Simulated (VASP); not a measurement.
Set up this calculation in VASP 6.6.1, as the native input.

```yaml
Task: single point
Functional: PBEsol
Potentials_or_basis: VASP PAW PBE potentials, release 64 (C)
Cutoff: 520 eV
k_mesh: 12 × 12 × 3
Occupations: fermi-dirac, width 0.05 eV
Spin: no spin polarisation
Dipole_correction: no
Further_INCAR_settings: ALGO = Normal; EDIFF = 1e-06; NBANDS = 11
```

The structure of C lies in POSCAR:

```
C
1.0
    2.4229746043      0.0000000000      0.0000000000
   -1.2114873021      2.0983575600      0.0000000000
    0.0000000000      0.0000000000      8.4086027063
C
2
Direct
    0.6666666667      0.3333333333      0.0000000000
    0.3333333333      0.6666666667      0.0000000000
```

One way to write it, as run:

INCAR

```
SYSTEM = C
  PREC = Accurate
  ENCUT = 520
  EDIFF = 1E-6
  ISMEAR = -1
  SIGMA = 0.05
  LREAL = .FALSE.
  LASPH = .TRUE.
  NELM = 100
  ALGO = Normal
  ISIF = 2
  LWAVE = .FALSE.
  LCHARG = .FALSE.
  GGA = PS
  NBANDS = 11
```

KPOINTS

```
Automatic mesh
0
G
  12 12 3
  0 0 0
```

Potentials or basis: VASP PAW PBE potentials, release 64 (C).

Run with:

```sh
$ cat potpaw_PBE.64/C/POTCAR > POTCAR
$ mpirun -np 1 vasp_std > vasp.out
```

It gave:

The band gap on the k mesh is zero (filled and empty bands touch).

Run time: 44 s on 1 thread of AMD EPYC 7R13, on a shared host, peak memory 0.12 GiB.
